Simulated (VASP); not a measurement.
# ScPdC4 (F-43m) in VASP: notebook

The runs below take ScPdC4 through single point, relaxation of cell and atoms, with PBE.

Program: VASP 6.6.1. These are calculated values, not measurements. Logs are shortened: lines on timing, memory, paths and dates and some standing lists are left out, and cuts for length are marked.

### 1 The cell of the first run

It takes space group F-43m (No. 216, cubic). The conventional cell has a = 6.339 Å, b = 6.339 Å, c = 6.339 Å, α = 90.00°, β = 90.00°, γ = 90.00°. Within 3.4 Å of Sc (site symmetry -43m) lie 12 C at 2.59 Å and 4 Pd at 2.74 Å. Within 3.6 Å of Pd (site symmetry -43m) lie 12 C at 2.73 Å and 4 Sc at 2.74 Å. C (site symmetry 3m) has 3 C at 1.58 Å within 2.1 Å.

### 2 Single point, PBE

INCAR reads:

```
SYSTEM = ScPdC4
PREC = Accurate ; ENCUT = 520
EDIFF = 1E-6 ; ISMEAR = 0
SIGMA = 0.1 ; LREAL = .False.
LASPH = .True. ; NELM = 80
ALGO = Normal ; ISIF = 2
LWAVE = .False. ; LCHARG = .False.
GGA = PE ; NBANDS = 28
```

KPOINTS reads:

```
regular mesh
0
Gamma
  10 10 10
  0 0 0
```

POSCAR reads:

```
ScPdC4
1.0
    0.0000000000      3.1693747208      3.1693747208
    3.1693747208      0.0000000000      3.1693747208
    3.1693747208      3.1693747208      0.0000000000
Sc Pd C
1 1 4
Direct
    0.0000000000      0.0000000000      0.0000000000
    0.7500000000      0.7500000000      0.7500000000
    0.3382904599      0.9851286204      0.3382904599
    0.3382904599      0.3382904599      0.9851286204
    0.3382904599      0.3382904599      0.3382904599
    0.9851286204      0.3382904599      0.3382904599
```

Potentials or basis: VASP PAW PBE potentials, release 64 (Sc_sv, Pd, C).

Command:

```sh
$ cat potpaw_PBE.64/Sc_sv/POTCAR potpaw_PBE.64/Pd/POTCAR potpaw_PBE.64/C/POTCAR > POTCAR
$ mpirun -np 1 vasp_std > vasp.out
```

OUTCAR:

```text
SYSTEM = ScPdC4
   PREC = Accurate
   ENCUT = 520
   EDIFF = 1E-6
   ISMEAR = 0
   LREAL = .False.
   LASPH = .True.
   NELM = 80
   ISIF = 2
   GGA = PE

 ion  position               nearest neighbor table
   1  0.000  0.000  0.000-   3 2.59   6 2.59   4 2.59   6 2.59   3 2.59   4 2.59   5 2.59   5 2.59
                             5 2.59   3 2.59   4 2.59   6 2.59   2 2.74   2 2.74   2 2.74   2 2.74
   2  0.750  0.750  0.750-   3 2.73   4 2.73   6 2.73   5 2.73   5 2.73   5 2.73   3 2.73   3 2.73
                             6 2.73   4 2.73   4 2.73   6 2.73   1 2.74   1 2.74   1 2.74   1 2.74
   3  0.338  0.985  0.338-   4 1.58   5 1.58   6 1.58   1 2.59   1 2.59   1 2.59   2 2.73   2 2.73
                             2 2.73
   4  0.338  0.338  0.985-   3 1.58   5 1.58   6 1.58   1 2.59   1 2.59   1 2.59   2 2.73   2 2.73
                             2 2.73
   5  0.338  0.338  0.338-   3 1.58   4 1.58   6 1.58   1 2.59   1 2.59   1 2.59   2 2.73   2 2.73
                             2 2.73
   6  0.985  0.338  0.338-   3 1.58   4 1.58   5 1.58   1 2.59   1 2.59   1 2.59   2 2.73   2 2.73
                             2 2.73

  LATTYP: Found a face centered cubic cell.
 ALAT       =     6.3387494416

  Lattice vectors:

 A1 = (   0.0000000000,   3.1693747208,   3.1693747208)
 A2 = (   3.1693747208,   0.0000000000,   3.1693747208)
 A3 = (   3.1693747208,   3.1693747208,   0.0000000000)

Analysis of symmetry for initial positions (statically):
=====================================================================
 Subroutine PRICEL returns:
 Original cell was already a primitive cell.

 Routine SETGRP: Setting up the symmetry group for a
 face centered cubic supercell.

 Subroutine GETGRP returns: Found 24 space group operations
 (whereof 24 operations were pure point group operations)
 out of a pool of 48 trial point group operations.

The static configuration has the point symmetry T_d .

Analysis of symmetry for dynamics (positions and initial velocities):
=====================================================================
 Subroutine PRICEL returns:
 Original cell was already a primitive cell.

 Routine SETGRP: Setting up the symmetry group for a
 face centered cubic supercell.

 Subroutine GETGRP returns: Found 24 space group operations
 (whereof 24 operations were pure point group operations)
 out of a pool of 48 trial point group operations.

The dynamic configuration has the point symmetry T_d .

 Subroutine INISYM returns: Found 24 space group operations
 (whereof 24 operations are pure point group operations),
 and found     1 'primitive' translations

----------------------------------------------------------------------------------------

                                     Primitive cell

  volume of cell :      63.6723

  direct lattice vectors                    reciprocal lattice vectors
     0.000000000  3.169374721  3.169374721    -0.157759825  0.157759825  0.157759825
     3.169374721  0.000000000  3.169374721     0.157759825 -0.157759825  0.157759825
     3.169374721  3.169374721  0.000000000     0.157759825  0.157759825 -0.157759825

  length of vectors
     4.482172714  4.482172714  4.482172714     0.273248032  0.273248032  0.273248032

  position of ions in fractional coordinates (direct lattice)
     0.000000000  0.000000000  0.000000000
     0.750000000  0.750000000  0.750000000
     0.338290460  0.985128620  0.338290460
     0.338290460  0.338290460  0.985128620
     0.338290460  0.338290460  0.338290460
     0.985128620  0.338290460  0.338290460

  ion indices of the primitive-cell ions
   primitive index   ion index
                 1           1
                 2           2
                 3           3
                 4           4
                 5           5
                 6           6

----------------------------------------------------------------------------------------

 KPOINTS: regular mesh

Automatic generation of k-mesh.
 Grid dimensions read from file:
 generate k-points for:   10   10   10

 Generating k-lattice:

  Cartesian coordinates                     Fractional coordinates (reciprocal lattice)
    -0.015775982  0.015775982  0.015775982     0.100000000  0.000000000  0.000000000
     0.015775982 -0.015775982  0.015775982     0.000000000  0.100000000  0.000000000
     0.015775982  0.015775982 -0.015775982     0.000000000  0.000000000  0.100000000

  Length of vectors
     0.027324803  0.027324803  0.027324803

  Shift w.r.t. Gamma in fractional coordinates (k-lattice)
     0.000000000  0.000000000  0.000000000

 Subroutine IBZKPT returns following result:
 ===========================================

 Found     47 irreducible k-points:

 Following reciprocal coordinates:
            Coordinates               Weight
  0.000000  0.000000  0.000000      1.000000
  0.100000  0.000000  0.000000      8.000000
  0.200000  0.000000  0.000000      8.000000
  0.300000  0.000000  0.000000      8.000000
  0.400000  0.000000  0.000000      8.000000
  0.500000  0.000000  0.000000      4.000000
[... 16 lines left out ...]
  0.300000  0.300000  0.000000      6.000000
  0.400000  0.300000  0.000000     24.000000
 [... further k-points ...]
   k-points           NKPTS =     47   k-points in BZ     NKDIM =     47   number of bands    NBANDS=     28
   number of dos      NEDOS =    301   number of ions     NIONS =      6
   total plane-waves  NPLWV =  46656
   dimension x,y,z NGX =    36 NGY =   36 NGZ =   36
   dimension x,y,z NGXF=    72 NGYF=   72 NGZF=   72
   ions per type =               1   1   4
   NGX,Y,Z   is equivalent  to a cutoff of  13.35, 13.35, 13.35 a.u.
   NGXF,Y,Z  is equivalent  to a cutoff of  26.71, 26.71, 26.71 a.u.
 SYSTEM =  ScPdC4
   PREC   = accura    normal or accurate (medium, high low for compatibility)
   ISTART =      0    job   : 0-new  1-cont  2-samecut
   ICHARG =      2    charge: 1-file 2-atom 10-const
   ISPIN  =      1    spin polarized calculation?
   LNONCOLLINEAR =      F non collinear calculations
   LSORBIT =      F    spin-orbit coupling
   LASPH  =      T    aspherical Exc in radial PAW
   ENCUT  =  520.0 eV  38.22 Ry    6.18 a.u.   8.33  8.33  8.33*2*pi/ulx,y,z
   NELM   =     80;   NELMIN=  2; NELMDL= -5     # of ELM steps
   EDIFF  = 0.1E-05   stopping-criterion for ELM
   LREAL  =      F    real-space projection
   EDIFFG = 0.1E-04   stopping-criterion for IOM
   NSW    =      0    number of steps for IOM
   IBRION =     -1    ionic relax: 0-MD 1-quasi-New 2-CG
   NFREE  =      0    steps in history (QN), initial steepest desc. (CG)
   ISIF   =      2    stress and relaxation
   ISYM   =      2    0-nonsym 1-usesym 2-fastsym
   POTIM  = 0.5000    time-step for ionic-motion
   TEBEG  =    0.0;   TEEND  =   0.0 temperature during run
   PSTRESS=    0.0 pullay stress
   NELECT =      37.0000    total number of electrons
   NUPDOWN=      -1.0000    fix difference up-down
   EMIN   =  10.00;   EMAX   =-10.00  energy-range for DOS
   EFERMI =   0.00;   METHOD = LEGACY
   ISMEAR =     0;   SIGMA  =   0.10  broadening in eV -4-tet -1-fermi 0-gaus
   EFERMI_NEDOS =   21; number of points for ismear=-14 and -15
   IALGO  =     38    algorithm
   IMIX   =      4    mixing-type and parameters
     AMIX     =   0.40;   BMIX     =  1.00
     AMIX_MAG =   1.60;   BMIX_MAG =  1.00
  volume/ion in A,a.u.               =      10.61        71.61
  Fermi-wavevector in a.u.,A,eV,Ry     =   1.366129  2.581610 25.392680  1.866309
  Thomas-Fermi vector in A             =   2.492297
   LORBIT       =      0    0 simple, 1 ext, 2 COOP (PROOUT), +10 PAW based schemes
   GGA     = PE    functional components
   LHFCALC =     F    Hartree Fock is set to
   AEXX    =    0.0000 exact exchange contribution
   IVDW    =     0    specifies the selected vdW correction
   LEPSILON=     F    determine dielectric tensor
   LRPA    =     F    only Hartree local field effects (RPA)
 non-spin polarized calculation
 Gauss-broadening in eV      SIGMA  =   0.10
  energy-cutoff  :      520.00
  volume of cell :       63.67
 maximum number of plane-waves:      1736
 NGX is ok and might be reduce to    36
   NGX = 17   NGY = 17   NGZ = 17

 number of electron      37.0000003 magnetization

 Free energy of the ion-electron system (eV)
  ---------------------------------------------------
  ext. energy  EPLUGINS =         0.00000000
  ---------------------------------------------------
  free energy    TOTEN  =       -39.70922751 eV

  energy without entropy =      -39.69510490  energy(sigma->0) =      -39.70216620

 E-fermi :   6.3411     XC(G=0): -11.8952

 val. band max:        6.3231754357   @ k =  -0.2000   0.1000   0.0000
 cond. band min:       6.3702752891   @ k =   0.3000   0.1000   0.0000
 fundamental gap:      0.0470998534
 Fermi energy:         6.3410735315

 k-point     1 :       0.0000    0.0000    0.0000
  band No.  band energies     occupation
      1     -43.2600      2.00000
      2     -21.8953      2.00000
      3     -21.8953      2.00000
      4     -21.8953      2.00000
      5     -13.5717      2.00000
      6      -2.5391      2.00000
[... 20 lines left out ...]
     27      14.2094      0.00000
     28      14.2094      0.00000

 k-point     2 :       0.1000    0.0000    0.0000
  band No.  band energies     occupation
      1     -43.2599      2.00000
      2     -21.8985      2.00000
      3     -21.8956      2.00000
      4     -21.8956      2.00000
      5     -13.5570      2.00000
      6      -2.7643      2.00000
[... 20 lines left out ...]
     27      14.0524      0.00000
     28      14.2233      0.00000

 k-point     3 :       0.2000    0.0000    0.0000
  band No.  band energies     occupation
      1     -43.2596      2.00000
      2     -21.9067      2.00000
      3     -21.8964      2.00000
      4     -21.8964      2.00000
      5     -13.5183      2.00000
      6      -3.1689      2.00000
[... 616 lines left out ...]
      3     -21.9004      2.00000
      4     -21.9004      2.00000
      5     -13.4445      2.00000
      6      -3.5631      2.00000
[... 20 lines left out ...]
     27      12.6926      0.00000
     28      13.5568      0.00000

 k-point    24 :       0.4000    0.3000    0.0000
  band No.  band energies     occupation
      1     -43.2586      2.00000
      2     -21.9239      2.00000
      3     -21.9023      2.00000
      4     -21.9013      2.00000
      5     -13.4173      2.00000
      6      -3.6193      2.00000
[... 20 lines left out ...]
     27      12.5158      0.00000
     28      13.2965      0.00000

 [... further k-points ...]

------------------------ aborting loop because EDIFF is reached ----------------------------------------

  FORCE on cell =-STRESS in cart. coord.  units (eV):
  Direction    XX          YY          ZZ          XY          YZ          ZX
  --------------------------------------------------------------------------------------
  -------------------------------------------------------------------------------------
  Total        0.2220086      0.2220086      0.2220086     -0.0000000      0.0000000     -0.0000000
  in kB        5.5863687      5.5863687      5.5863687     -0.0000000      0.0000000     -0.0000000
  external PRESSURE =       5.5863687 kB  Pullay stress =       0.0000000 kB

 VOLUME and BASIS-vectors are now :
 -----------------------------------------------------------------------------
  energy-cutoff  :      520.00
  volume of cell :       63.67
      direct lattice vectors                 reciprocal lattice vectors
     0.000000000  3.169374721  3.169374721    -0.157759825  0.157759825  0.157759825
     3.169374721  0.000000000  3.169374721     0.157759825 -0.157759825  0.157759825
     3.169374721  3.169374721  0.000000000     0.157759825  0.157759825 -0.157759825

 POSITION                                       TOTAL-FORCE (eV/Angst)
 -----------------------------------------------------------------------------------
      0.00000      0.00000      0.00000        -0.000000     -0.000000     -0.000000
      4.75406      4.75406      4.75406        -0.000000     -0.000000     -0.000000
      4.19441      2.14434      4.19441        -0.066024      0.066024     -0.066024
      4.19441      4.19441      2.14434        -0.066024     -0.066024      0.066024
      2.14434      2.14434      2.14434         0.066024      0.066024      0.066024
      2.14434      4.19441      4.19441         0.066024     -0.066024     -0.066024
 -----------------------------------------------------------------------------------
    total drift:                               -0.000000     -0.000000     -0.000000

  FREE ENERGIE OF THE ION-ELECTRON SYSTEM (eV)
  ---------------------------------------------------
  free  energy   TOTEN  =       -39.7092275065 eV

  energy  without entropy=      -39.6951049030  energy(sigma->0) =      -39.70216620
```

Run time: 97 s. Hardware: 1 thread of Intel Xeon Platinum 8259CL at 2.50GHz (Skylake/Cascade Lake), shared host; peak memory 0.25 GiB.

What came out:

| Item | Value |
| --- | --- |
| Free energy | -39.7092 eV |
| Pressure | 0.6 GPa |
| Largest force | 0.114 eV/Å |
| Band gap on the k mesh | zero (an odd number of electrons rules out a gap without spin polarisation) |

Forces on the atoms (eV/Å):
```
Sc   0.000  0.000  0.000
Pd   0.000  0.000  0.000
C   -0.066  0.066 -0.066
C   -0.066 -0.066  0.066
C    0.066  0.066  0.066
C    0.066 -0.066 -0.066
```

(Continued in part 2 of 2.)
